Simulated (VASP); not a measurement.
Here is a VASP 6.6.1 calculation.

File INCAR:

```
PREC = Accurate
ENCUT = 600
EDIFF = 1E-6
ISMEAR = -1
SIGMA = 0.02
LREAL = F
LASPH = T
NELM = 60
ALGO = Normal
ISIF = 3
LWAVE = F
LCHARG = F
GGA = PS
IBRION = 2
NSW = 80
EDIFFG = -0.005
```

KPOINTS

```
regular mesh
0
Gamma
  8 8 8
```

File POSCAR:

```
BP
1.0
    0.0000000000      2.2742185854      2.2742185854
    2.2742185854      0.0000000000      2.2742185854
    2.2742185854      2.2742185854      0.0000000000
B P
1 1
Direct
    0.0000000000      0.0000000000      0.0000000000
    0.2500000000      0.2500000000      0.2500000000
```

Potentials or basis: VASP PAW PBE potentials, release 64 (B, P).

Command:

```bash
$ cat potpaw_PBE.64/B/POTCAR potpaw_PBE.64/P/POTCAR > POTCAR
$ mpirun -np 1 vasp_std > vasp.out
```

**Question.** Predict the relaxed volume.

**Answer.** 11.55 Å³/atom.

**Question.** Predict the relaxed cell.

**Answer.** a = 3.197 Å, b = 3.197 Å, c = 3.197 Å, α = 60.00°, β = 60.00°, γ = 60.00°.

The path:
```csv
step,energy change (eV),largest force (eV/Å),pressure (GPa),volume (Å³)
1,0.0000,0.0000,-2.94,23.52
2,-0.0017,0.0000,2.34,22.80
3,-0.0039,0.0000,0.00,23.11
```

Caveat: the PAW data sets were made with another functional, which shifts forces and pressure a little.
